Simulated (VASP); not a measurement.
CeO2, 3 atoms in the cell. It takes space group Fm-3m (No. 225, cubic). Conventional cell: a = 5.407 Å, b = 5.407 Å, c = 5.407 Å, α = 90.00°, β = 90.00°, γ = 90.00°. Ce (site symmetry m-3m) has 8 O at 2.34 Å within 3.1 Å. O (site symmetry -43m) has 4 Ce at 2.34 Å and 6 O at 2.70 Å within 3.1 Å. 

```yaml
Program: VASP 6.6.1
Task: single point
Functional: PBE
Potentials_or_basis: VASP PAW PBE potentials, release 64 (Ce, O)
Cutoff: 600 eV
k_mesh: 9 × 9 × 9
Occupations: gaussian, width 0.016 eV
Spin: collinear spin, ferromagnetic start
Starting_moments: "[1.0, 0.0, 0.0] μB"
Dipole_correction: no
Further_INCAR_settings: ALGO = Normal; EDIFF = 1e-06; NBANDS = 23
```

Potentials or basis: VASP PAW PBE potentials, release 64 (Ce, O).

Command:

```sh
$ cat potpaw_PBE.64/Ce/POTCAR potpaw_PBE.64/O/POTCAR > POTCAR
$ mpirun -np 1 vasp_std > vasp.out
```

Hardware: 1 thread of Intel Xeon 8259CL (shared host).

Problem. Estimate the wall time of this run.

Solution. Wall time 2.9 min on 1 thread of Intel Xeon 8259CL, with other jobs on the host, peak memory 0.25 GiB. Counts: scf iterations 21, k points 35.
